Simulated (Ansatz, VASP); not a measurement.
**Two plane-wave programs on Ga**

```
Ga
1.0
     2.31080   -3.87292    0.00000
     2.31080    3.87292    0.00000
     0.00000    0.00000    4.54631
Ga
4
Direct
  0.84421 0.15579 0.08394
  0.65579 0.34421 0.58394
  0.15579 0.84421 0.91606
  0.34421 0.65579 0.41606
```

Alike in both runs: task single point; functional PBE; k mesh 7 × 7 × 6; occupations fermi-dirac, width 0.1 eV; no spin polarisation.

|  | VASP | Ansatz |
| --- | --- | --- |
| version | VASP 6.6.1 | Ansatz 0.2.0 |
| potentials or method | VASP PAW PBE potentials, release 64 (Ga_d), cutoff 520 eV | plane waves (420 eV) with PAW, scalar-relativistic |
| valence electrons in the cell | 52 | 52 |

|  | VASP | Ansatz | Ansatz less VASP |
| --- | --- | --- | --- |
| pressure (GPa) | 0.1 | 0.0 | -0.12 |
| traceless stress, the component that is largest in VASP (GPa) | -0.45 | -0.44 | +0.009 |
